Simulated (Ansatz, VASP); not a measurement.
**Two plane-wave programs on Al2Pt**

```xyz
3
Lattice="0.0000 3.0026 3.0026 3.0026 0.0000 3.0026 3.0026 3.0026 0.0000" Properties=species:S:1:pos:R:3 pbc="T T T"
Al    1.5013    1.5013    1.5013
Al    4.5040    4.5040    4.5040
Pt    0.0000    0.0000    0.0000
```

Alike in both runs: task single point; functional PBE; k mesh 12 × 12 × 12; occupations gaussian, width 0.1 eV; no spin polarisation.

|  | VASP | Ansatz |
| --- | --- | --- |
| version | VASP 6.6.1 | Ansatz 0.2.0 |
| potentials or method | VASP PAW PBE potentials, release 64 (Al, Pt), cutoff 520 eV | scalar-relativistic, plane waves, PAW |
| valence electrons in the cell | 16 | 24 |

|  | VASP | Ansatz | Ansatz less VASP |
| --- | --- | --- | --- |
| gap on the k mesh at the Fermi level (eV) | none | none | - |
| pressure (GPa) | -3.8 | -3.6 | +0.16 |

A gap of «none» marks a metal or a gap that the smearing closes. VASP's potentials hold 16 valence electrons a cell and Ansatz's 24, so a difference there can come from the potentials and not from the codes.

Spin-orbit coupling is off throughout.
